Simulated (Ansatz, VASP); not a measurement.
## WSe2 in VASP and in Ansatz

```
CELL_PARAMETERS angstrom
2.96239 0.00000 0.00000
-1.48119 2.56550 0.00000
0.00000 0.00000 6.19474
ATOMIC_POSITIONS crystal
W 0.00000 0.00000 0.00000
Se 0.33333 0.66667 0.27709
Se 0.33333 0.66667 0.72291
```

Alike in both runs: task single point; functional PBEsol; dispersion D3(BJ); k mesh 12 × 12 × 6; occupations gaussian, width 0.02 eV; no spin polarisation.

|  | VASP | Ansatz |
| --- | --- | --- |
| version | VASP 6.6.1 | Ansatz 0.2.0 |
| potentials or method | VASP PAW PBE potentials, release 64 (W_sv, Se), cutoff 520 eV | scalar-relativistic, plane waves, PAW |
| valence electrons in the cell | 26 | 46 |

Ansatz gave:

```
gap on the k mesh at the Fermi level (eV) : 0.09
least direct gap on the mesh (eV)         : 0.51
rms of the force components (eV/Å)        : 0.000
```

Question: Which values does VASP return?

Answer: gap on the k mesh at the Fermi level (eV): 0.08; least direct gap on the mesh (eV): 0.49; rms of the force components (eV/Å): 0.046.

VASP's potentials were made for PBE, not for PBEsol. Atom by atom the forces differ by 0.046 eV/Å (rms over components). VASP's potentials hold 26 valence electrons a cell and Ansatz's 46, so a difference there can come from the potentials and not from the codes.

Neither program's run includes spin-orbit coupling.
